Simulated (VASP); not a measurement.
Sr3SbP, 5 atoms in the cell. It takes space group P4/mmm (No. 123, tetragonal). The conventional cell has a = 5.740 Å, b = 5.740 Å, c = 5.568 Å, α = 90.00°, β = 90.00°, γ = 90.00°. Within 3.8 Å of Sr (site symmetry mmm) lie 2 P at 2.87 Å. Sr (site symmetry 4/mmm) has 2 P at 2.78 Å within 3.7 Å. Within 5.2 Å of Sb (site symmetry 4/mmm) lie 12 Sr at 4.00 to 4.06 Å and 8 P at 4.92 Å. P (site symmetry 4/mmm) has 6 Sr at 2.78 to 2.87 Å within 3.7 Å.  This cell differs from its parent crystal: strain +0.000 along x and y, -0.030 along z.

```yaml
Program: VASP 6.6.1
Task: single point
Functional: PBEsol
Potentials_or_basis: VASP PAW PBE potentials, release 64 (Sr_sv, Sb, P)
Cutoff: 520 eV
k_mesh: 6 × 6 × 6
Occupations: gaussian, width 0.03 eV
Spin: no spin polarisation
Dipole_correction: no
Further_INCAR_settings: ALGO = Normal; EDIFF = 1e-07; NBANDS = 28
```

Potentials or basis: VASP PAW PBE potentials, release 64 (Sr_sv, Sb, P).

Run with:

```bash
$ cat potpaw_PBE.64/Sr_sv/POTCAR potpaw_PBE.64/Sb/POTCAR potpaw_PBE.64/P/POTCAR > POTCAR
$ mpirun -np 1 vasp_std > vasp.out
```

Hardware: 1 thread of Oxide Virtual Turin-like Processor (shared host).

Task: Estimate the wall time of this run.

Result: It took 5.3 min on 1 thread of Oxide Virtual Turin-like Processor, on a shared host, peak memory 0.4 GiB. Counts: scf iterations 17, k points 40.
